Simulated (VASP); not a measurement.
# CuI (Marshite) (F-43m) in VASP: a series of runs

CuI (Marshite) is run at these levels: PBE, PBEsol, LDA; tasks: relaxation of cell and atoms.

Everything below comes from runs of VASP 6.6.1. Logs are shortened: lines on timing, memory, paths and dates and some standing lists are left out, and cuts for length are marked.

## 1. The cell of the first run

It takes space group F-43m (No. 216, cubic). The conventional cell has a = 6.063 Å, b = 6.063 Å, c = 6.063 Å, α = 90.00°, β = 90.00°, γ = 90.00°. Within 3.5 Å of Cu (site symmetry -43m) lie 4 I at 2.63 Å. I (site symmetry -43m) has 4 Cu at 2.63 Å within 3.5 Å.

## 2. Relaxation of cell and atoms, PBE

Input file INCAR:

```
PREC = Accurate
ENCUT = 600
EDIFF = 1E-6
ISMEAR = -1
SIGMA = 0.02
LREAL = F
LASPH = T
NELM = 80
ALGO = Normal
ISIF = 3
LWAVE = F
LCHARG = F
GGA = PE
IBRION = 2
NSW = 80
EDIFFG = -0.005
```

Input file KPOINTS:

```
regular mesh
0
Gamma
  6 6 6
```

Input file POSCAR:

```
CuI
1.0
    0.0000000000      3.0315000000      3.0315000000
    3.0315000000      0.0000000000      3.0315000000
    3.0315000000      3.0315000000      0.0000000000
Cu I
1 1
Direct
    0.2500000000      0.2500000000      0.2500000000
    0.0000000000      0.0000000000      0.0000000000
```

Potentials or basis: VASP PAW PBE potentials, release 64 (Cu, I).

On the command line:

```bash
> cat potpaw_PBE.64/Cu/POTCAR potpaw_PBE.64/I/POTCAR > POTCAR
> mpirun -np 1 vasp_std > vasp.out
```

OUTCAR:

```text
PREC = Accurate
   ENCUT = 600
   EDIFF = 1E-6
   ISMEAR = -1
   LREAL = F
   LASPH = T
   NELM = 80
   ISIF = 3
   GGA = PE
   IBRION = 2
   NSW = 80
   EDIFFG = -0.005

 ion  position               nearest neighbor table
   1  0.250  0.250  0.250-   2 2.63   2 2.63   2 2.63   2 2.63
   2  0.000  0.000  0.000-   1 2.63   1 2.63   1 2.63   1 2.63

  LATTYP: Found a face centered cubic cell.
 ALAT       =     6.0630000000

  Lattice vectors:

 A1 = (   0.0000000000,   3.0315000000,   3.0315000000)
 A2 = (   3.0315000000,   0.0000000000,   3.0315000000)
 A3 = (   3.0315000000,   3.0315000000,   0.0000000000)

Analysis of symmetry for initial positions (statically):
=====================================================================
 Subroutine PRICEL returns:
 Original cell was already a primitive cell.

 Routine SETGRP: Setting up the symmetry group for a
 face centered cubic supercell.

 Subroutine GETGRP returns: Found 24 space group operations
 (whereof 24 operations were pure point group operations)
 out of a pool of 48 trial point group operations.

The static configuration has the point symmetry T_d .

Analysis of symmetry for dynamics (positions and initial velocities):
=====================================================================
 Subroutine PRICEL returns:
 Original cell was already a primitive cell.

 Routine SETGRP: Setting up the symmetry group for a
 face centered cubic supercell.

 Subroutine GETGRP returns: Found 24 space group operations
 (whereof 24 operations were pure point group operations)
 out of a pool of 48 trial point group operations.

The dynamic configuration has the point symmetry T_d .

 Subroutine INISYM returns: Found 24 space group operations
 (whereof 24 operations are pure point group operations),
 and found     1 'primitive' translations

----------------------------------------------------------------------------------------

                                     Primitive cell

  volume of cell :      55.7189

  direct lattice vectors                    reciprocal lattice vectors
     0.000000000  3.031500000  3.031500000    -0.164934851  0.164934851  0.164934851
     3.031500000  0.000000000  3.031500000     0.164934851 -0.164934851  0.164934851
     3.031500000  3.031500000  0.000000000     0.164934851  0.164934851 -0.164934851

  length of vectors
     4.287188414  4.287188414  4.287188414     0.285675541  0.285675541  0.285675541

  position of ions in fractional coordinates (direct lattice)
     0.250000000  0.250000000  0.250000000
     0.000000000  0.000000000  0.000000000

[... 63 lines left out ...]
   LSORBIT =      F    spin-orbit coupling
   LASPH  =      T    aspherical Exc in radial PAW
   ENCUT  =  600.0 eV  44.10 Ry    6.64 a.u.   8.56  8.56  8.56*2*pi/ulx,y,z
   NELM   =     80;   NELMIN=  2; NELMDL= -5     # of ELM steps
   EDIFF  = 0.1E-05   stopping-criterion for ELM
   LREAL  =      F    real-space projection
   EDIFFG = -.5E-02   stopping-criterion for IOM
   NSW    =     80    number of steps for IOM
   IBRION =      2    ionic relax: 0-MD 1-quasi-New 2-CG
   NFREE  =      1    steps in history (QN), initial steepest desc. (CG)
   ISIF   =      3    stress and relaxation
   ISYM   =      2    0-nonsym 1-usesym 2-fastsym
   POTIM  = 0.5000    time-step for ionic-motion
   TEBEG  =    0.0;   TEEND  =   0.0 temperature during run
   PSTRESS=    0.0 pullay stress
   NELECT =      18.0000    total number of electrons
   NUPDOWN=      -1.0000    fix difference up-down
   EMIN   =  10.00;   EMAX   =-10.00  energy-range for DOS
   EFERMI =   0.00;   METHOD = LEGACY
   ISMEAR =    -1;   SIGMA  =   0.02  broadening in eV -4-tet -1-fermi 0-gaus
   EFERMI_NEDOS =   21; number of points for ismear=-14 and -15
   IALGO  =     38    algorithm
   IMIX   =      4    mixing-type and parameters
     AMIX     =   0.40;   BMIX     =  1.00
     AMIX_MAG =   1.60;   BMIX_MAG =  1.00
  volume/ion in A,a.u.               =      27.86       188.00
  Fermi-wavevector in a.u.,A,eV,Ry     =   1.123306  2.122741 17.168055  1.261816
  Thomas-Fermi vector in A             =   2.259971
   LORBIT       =      0    0 simple, 1 ext, 2 COOP (PROOUT), +10 PAW based schemes
   GGA     = PE    functional components
   LHFCALC =     F    Hartree Fock is set to
   AEXX    =    0.0000 exact exchange contribution
   IVDW    =     0    specifies the selected vdW correction
   LEPSILON=     F    determine dielectric tensor
   LRPA    =     F    only Hartree local field effects (RPA)
 conjugate gradient relaxation of ions
 non-spin polarized calculation
  energy-cutoff  :      600.00
  volume of cell :       55.72
 maximum number of plane-waves:      1874
 NGX is ok and might be reduce to    36
   NGX = 17   NGY = 17   NGZ = 17

--------------------------------------- Ionic step        1  -------------------------------------------

 number of electron      18.0000006 magnetization

 Free energy of the ion-electron system (eV)
  ---------------------------------------------------
  ext. energy  EPLUGINS =         0.00000000
  ---------------------------------------------------
  free energy    TOTEN  =        -5.55974817 eV

  energy without entropy =       -5.55974817  energy(sigma->0) =       -5.55974817

------------------------ aborting loop because EDIFF is reached ----------------------------------------

  FORCE on cell =-STRESS in cart. coord.  units (eV):
  Direction    XX          YY          ZZ          XY          YZ          ZX
  --------------------------------------------------------------------------------------
  -------------------------------------------------------------------------------------
  Total        0.1214595      0.1214595      0.1214595      0.0000000      0.0000000     -0.0000000
  in kB        3.4925243      3.4925243      3.4925243      0.0000000      0.0000000     -0.0000000
  external PRESSURE =       3.4925243 kB  Pullay stress =       0.0000000 kB
[... 59 lines left out ...]
--------------------------------------- Ionic step        3  -------------------------------------------

 number of electron      18.0000009 magnetization

 Free energy of the ion-electron system (eV)
  ---------------------------------------------------
  ext. energy  EPLUGINS =         0.00000000
  ---------------------------------------------------
  free energy    TOTEN  =        -5.56038757 eV

  energy without entropy =       -5.56038757  energy(sigma->0) =       -5.56038757

 E-fermi :   4.7149     XC(G=0):  -8.8897

 val. band max:        4.3239813541   @ k =   0.0000   0.0000   0.0000
 cond. band min:       5.4408621550   @ k =   0.0000   0.0000   0.0000
 fundamental gap:      1.1168808009
 Fermi energy:         4.7148737494

 k-point     1 :       0.0000    0.0000    0.0000
  band No.  band energies     occupation
      1      -9.6336      2.00000
      2       0.7300      2.00000
      3       0.7300      2.00000
      4       0.7300      2.00000
      5       2.5135      2.00000
      6       2.5135      2.00000
      7       4.3240      2.00000
      8       4.3240      2.00000
      9       4.3240      2.00000
     10       5.4409      0.00000
     11       9.2056      0.00000
     12       9.2056      0.00000
     13       9.2056      0.00000
[... 267 lines left out ...]
  FREE ENERGIE OF THE ION-ELECTRON SYSTEM (eV)
  ---------------------------------------------------
  free  energy   TOTEN  =        -5.5603875744 eV

  energy  without entropy=       -5.5603875743  energy(sigma->0) =       -5.56038757

 reached required accuracy - stopping structural energy minimisation
```

OSZICAR:

```text
N       E                     dE             d eps       ncg     rms          rms(c)
DAV:   1     0.105107022958E+03    0.10511E+03   -0.84185E+03   416   0.165E+03
DAV:   2     0.204464142975E+01   -0.10306E+03   -0.96856E+02   436   0.283E+02
DAV:   3    -0.552246131576E+01   -0.75671E+01   -0.74568E+01   544   0.835E+01
[... 24 lines left out ...]
DAV:   2    -0.556055889750E+01    0.26970E-03   -0.45221E-03   416   0.217E+00    0.662E-02
DAV:   3    -0.556040310326E+01    0.15579E-03   -0.88230E-04   416   0.102E+00    0.279E-02
DAV:   4    -0.556038922871E+01    0.13875E-04   -0.51991E-05   446   0.582E-02    0.104E-02
DAV:   5    -0.556038816473E+01    0.10640E-05   -0.21319E-06   379   0.428E-02    0.833E-03
DAV:   6    -0.556038757438E+01    0.59035E-06   -0.68689E-07   218   0.142E-02
   3 F= -.55603876E+01 E0= -.55603876E+01  d E =-.639402E-03
```

CONTCAR:

```text
CuI
   1.00000000000000
    -0.0000000000000000    3.0416568527769785    3.0416568527769785
     3.0416568527769785   -0.0000000000000000    3.0416568527769785
     3.0416568527769785    3.0416568527769785   -0.0000000000000000
  Cu              I
     1     1
Direct
     0.2500000000000000    0.2500000000000000    0.2500000000000000
     0.0000000000000000    0.0000000000000000    0.0000000000000000

  0.00000000E+00  0.00000000E+00  0.00000000E+00
  0.00000000E+00  0.00000000E+00  0.00000000E+00
```

It took 44 s on 1 thread of Intel Xeon Platinum 8259CL at 2.50GHz (Skylake/Cascade Lake), shared host; peak memory 0.21 GiB.

What came out:

```
Free energy                            : -5.5604 eV
Relaxed volume                         : 28.14 Å³/atom
Relaxed cell                           : a = 4.302 Å, b = 4.302 Å, c = 4.302 Å, α = 60.00°, β = 60.00°, γ = 60.00°
Space group after relaxing (to 0.05 Å) : F-43m (No. 216)
Energy gained by relaxing              : 0.3 meV/atom
Ionic steps                            : 3
Pressure after relaxing                : 0.0 GPa
Band gap on the k mesh                 : 1.12 eV, direct
```

The path:
```
step  energy change (eV)  largest force (eV/Å)  pressure (GPa)  volume (Å³)
   1              0.0000                0.0000            0.35        55.72
   2             -0.0006                0.0000            0.05        56.21
   3             -0.0006                0.0000            0.00        56.28
```

Final structure:
```yaml
crystal:
  lattice:
    - [0.00000, 3.04166, 3.04166]
    - [3.04166, 0.00000, 3.04166]
    - [3.04166, 3.04166, 0.00000]
  atoms:
    - { symbol: Cu, position: [0.25000, 0.25000, 0.25000] }
    - { symbol: I, position: [0.00000, 0.00000, 0.00000] }
```

Levels at points of the mesh, in eV from the valence-band top:
```
           k point  band 7  band 8  band 9  band 10  band 11  band 12
(0.00, 0.00, 0.00)    0.00    0.00    0.00     1.12     4.88     4.88
(0.50, 0.00, 0.00)   -1.74   -0.69   -0.69     2.15     5.41     5.41
(0.50, 0.50, 0.00)   -1.73   -1.46   -1.46     2.74     2.91     9.12
```

Caveat: spin-orbit coupling is left out, which moves the levels of the heavy elements.

(Continued in part 2 of 2.)
